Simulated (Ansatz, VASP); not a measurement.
# One calculation of Ti, two programs

```
CELL_PARAMETERS angstrom
0.00000 2.03979 2.03979
2.03979 0.00000 2.03979
2.03979 2.03979 0.00000
ATOMIC_POSITIONS crystal
Ti 0.00000 0.00000 0.00000
```

Alike in both runs: task single point; functional LDA; k mesh 22 × 22 × 22; occupations gaussian, width 0.15 eV; no spin polarisation.

```csv
,VASP,Ansatz
version,VASP 6.6.1,Ansatz 0.2.0
potentials or method,"VASP PAW LDA potentials, release 64 (Ti_sv), cutoff 520 eV","scalar-relativistic, plane waves, PAW"
valence electrons in the cell,12,12
```

|  | VASP | Ansatz | Ansatz less VASP |
| --- | --- | --- | --- |
| gap on the k mesh at the Fermi level (eV) | none | none | - |
| pressure (GPa) | -6.5 | -6.3 | +0.11 |

LDA's correlation is that of Perdew and Zunger in VASP and of Perdew and Wang (1992) in Ansatz. A gap of «none» marks a metal or a gap that the smearing closes.
